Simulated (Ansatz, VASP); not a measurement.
One calculation of Al3GaN4, two programs

The input INCAR:

```
SYSTEM = Al3GaN4
PREC     = Accurate       ! precision mode
ENCUT    = 520            ! plane-wave cutoff, eV
EDIFF    = 1E-6           ! SCF threshold, eV
ISMEAR   = 0              ! smearing method
SIGMA    = 0.05           ! smearing width, eV
LREAL    = Auto         
LASPH    = .TRUE.         ! aspherical terms in the spheres
NELM     = 60             ! most SCF steps
ALGO     = Normal         ! electronic algorithm
ISIF     = 2              ! what is computed and relaxed
LWAVE    = .FALSE.        ! write WAVECAR
LCHARG   = .TRUE.         ! write CHGCAR
GGA      = PS             ! functional
LELF     = .TRUE.         ! ELF
LVHAR    = .TRUE.       
NBANDS   = 56             ! bands
```

KPOINTS

```
regular mesh
0
G
  5 7 2
  0 0 0
```

File POSCAR:

```
Al3GaN4
1.0
   -5.0434079721      0.0000000000     -0.0001149904
    0.0000000000     -3.1300738967      0.0000000000
   -0.5108133116      0.0000000000     10.8359723904
Al Ga N
6 2 8
Direct
    0.4289334800      0.5000000000      0.7083647831
    0.4789334800      0.5000000000      0.2083647831
    0.9948690165      0.5000000000      0.0421027963
    0.9448690165      0.5000000000      0.5421027963
    0.9198573026      1.0000000000      0.7905463175
    0.9698573026      1.0000000000      0.2905463175
    0.4047982415      1.0000000000      0.9578004507
    0.4547982415      1.0000000000      0.4578004507
    0.7930410627      1.0000000000      0.9578646251
    0.8430410627      1.0000000000      0.4578646251
    0.8067177830      0.5000000000      0.7082789324
    0.8567177830      0.5000000000      0.2082789324
    0.3703969028      0.5000000000      0.0447961772
    0.3203969028      0.5000000000      0.5447961772
    0.2980271610      1.0000000000      0.7878464176
    0.3480271610      1.0000000000      0.2878464176
```

Input for Ansatz:

```yaml
crystal:
  lattice:
    - [-5.0434079721, 0.0, -0.0001149904]
    - [0.0, -3.1300738967, 0.0]
    - [-0.5108133116, 0.0, 10.8359723904]
  atoms:
    - { symbol: Al, position: [0.42893348, 0.5, 0.7083647831] }
    - { symbol: Al, position: [0.47893348, 0.5, 0.2083647831] }
    - { symbol: Al, position: [0.9948690165, 0.5, 0.0421027963] }
    - { symbol: Al, position: [0.9448690165, 0.5, 0.5421027963] }
    - { symbol: Al, position: [0.9198573026, 1.0, 0.7905463175] }
    - { symbol: Al, position: [0.9698573026, 1.0, 0.2905463175] }
    - { symbol: Ga, position: [0.4047982415, 1.0, 0.9578004507] }
    - { symbol: Ga, position: [0.4547982415, 1.0, 0.4578004507] }
    - { symbol: "N", position: [0.7930410627, 1.0, 0.9578646251] }
    - { symbol: "N", position: [0.8430410627, 1.0, 0.4578646251] }
    - { symbol: "N", position: [0.806717783, 0.5, 0.7082789324] }
    - { symbol: "N", position: [0.856717783, 0.5, 0.2082789324] }
    - { symbol: "N", position: [0.3703969028, 0.5, 0.0447961772] }
    - { symbol: "N", position: [0.3203969028, 0.5, 0.5447961772] }
    - { symbol: "N", position: [0.298027161, 1.0, 0.7878464176] }
    - { symbol: "N", position: [0.348027161, 1.0, 0.2878464176] }
basis:
  ecutwfc: 420
kpoints:
  mp_grid: { grid: [5, 7, 2] }
hamiltonian:
  xc: pbesol
scf:
  occupations: { method: gaussian, width: 0.05 }
output:
  forces: true
  stress: true
  eigenvalues: true
```

Alike in both runs: task single point; functional PBEsol; k mesh 5 × 7 × 2; occupations gaussian, width 0.05 eV; no spin polarisation.

```csv
,VASP,Ansatz
version,VASP 6.6.1,Ansatz 0.2.0
potentials or method,"VASP PAW PBE potentials, release 64 (Al, Ga_d, N), cutoff 520 eV","scalar-relativistic, plane waves, PAW"
valence electrons in the cell,84,84
```

|  | VASP | Ansatz | Ansatz less VASP |
| --- | --- | --- | --- |
| gap on the k mesh at the Fermi level (eV) | 2.36 | 2.34 | -0.012 |
| least direct gap on the mesh (eV) | 2.36 | 2.35 | -0.012 |
| pressure (GPa) | 1.0 | 1.0 | +0.08 |
| traceless stress, the component that is largest in VASP (GPa) | 5.05 | 5.04 | -0.013 |
| rms of the force components (eV/Å) | 1.070 | 1.069 | -0.0007 |

VASP's potentials were made for PBE, not for PBEsol. Atom by atom the forces differ by 0.008 eV/Å (rms over components).
